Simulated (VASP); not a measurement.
Input of a VASP 6.6.1 run:

File INCAR:

```
SYSTEM = ZnSe
PREC = Accurate
ENCUT = 500
EDIFF = 1E-6
ISMEAR = 0
SIGMA = 0.1
LREAL = .False.
LASPH = .True.
NELM = 120
ALGO = Normal
ISIF = 2
LWAVE = .False.
LCHARG = .True.
GGA = PE
LELF = .True.
LVHAR = .True.
NBANDS = 16
GGA_COMPAT = .False.
```

KPOINTS

```
Automatic mesh
0
Gamma
  2 2 2
  0 0 0
```

Contents of POSCAR:

```
ZnSe
1.0
    0.0000000000      2.8324425407      2.8324425407
    2.8324425407      0.0000000000      2.8324425407
    2.8324425407      2.8324425407      0.0000000000
Zn Se
1 1
Direct
    0.0000000000      0.0000000000      0.0000000000
    0.7500000000      0.7500000000      0.7500000000
```

Potentials or basis: VASP PAW PBE potentials, release 64 (Zn, Se).

Command:

```sh
$ cat potpaw_PBE.64/Zn/POTCAR potpaw_PBE.64/Se/POTCAR > POTCAR
$ mpirun -np 1 vasp_std > vasp.out
```

Problem. Predict the pressure.

Solution. 8.3 GPa.

Problem. Estimate the band gap on the k mesh.

Solution. 1.17 eV, direct.

Caveat: the k points lie up to 0.96 Å⁻¹ apart. As with any semilocal functional, this PBE gap is likely too small.
